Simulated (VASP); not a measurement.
**Ba: single point with PBE**

The system is Ba.

```
Ba
1.0
    -2.02041    2.02041    2.02041
     2.02041   -2.02041    2.02041
     2.02041    2.02041   -2.02041
Ba
1
Direct
  0.00000 0.00000 0.00000
```

This cell differs from its parent crystal: volume scaled by 0.52.

```yaml
Program: VASP 6.6.1
Task: single point
Functional: PBE
Potentials_or_basis: VASP PAW PBE potentials, release 64 (Ba_sv)
Cutoff: 520 eV
k_mesh: 11 × 11 × 11
Occupations: fermi-dirac, width 0.08 eV
Spin: no spin polarisation
```

- Pressure: 14.7 GPa
- Band gap on the k mesh: zero (band 5 reaches 5.59 eV, above the bottom of band 6 at 2.67 eV)

Levels at points of the mesh, in eV from the Fermi level:
```
           k point  band 3  band 4  band 5  band 6  band 7  band 8
(0.00, 0.00, 0.00)  -12.36  -12.36   -2.35    2.32    2.32    2.32
```

Wall time 15 s on 1 thread of AMD EPYC 7R43 64-Core Processor (Zen 3), on a shared host, peak memory 0.13 GiB.

Caveat: spin-orbit coupling is left out, which moves the levels of the heavy elements.
